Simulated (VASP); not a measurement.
Here is a VASP 6.6.1 calculation.

The input INCAR:

```
PREC = Accurate
ENCUT = 520
EDIFF = 1E-6
ISMEAR = -1
SIGMA = 0.05
LREAL = F
LASPH = T
NELM = 60
ALGO = Normal
ISIF = 2
LWAVE = F
LCHARG = T
GGA = RE
LELF = T
LVHAR = T
NBANDS = 21
```

File KPOINTS:

```
Automatic mesh
0
Gamma
  9 9 9
```

Contents of POSCAR:

```
GeW
1.0
    0.0000000000      2.5776100000      2.5776100000
    2.5776100000      0.0000000000      2.5776100000
    2.5776100000      2.5776100000      0.0000000000
Ge W
1 1
Direct
    0.5000000000      0.5000000000      0.5000000000
    0.0000000000      0.0000000000      0.0000000000
```

Potentials or basis: VASP PAW PBE potentials, release 64 (Ge_d, W_sv).

The run is started by

```console
$ cat potpaw_PBE.64/Ge_d/POTCAR potpaw_PBE.64/W_sv/POTCAR > POTCAR
$ mpirun -np 1 vasp_std > vasp.out
```

Problem. Estimate the pressure.

Solution. 2.5 GPa.

Problem. What does it give for the band gap on the k mesh?

Solution. Zero (band 14 reaches 9.67 eV, above the bottom of band 15 at 7.96 eV).

Caveat: the PAW data sets were made with another functional, which shifts forces and pressure a little; spin-orbit coupling is left out, which moves the levels of the heavy elements.
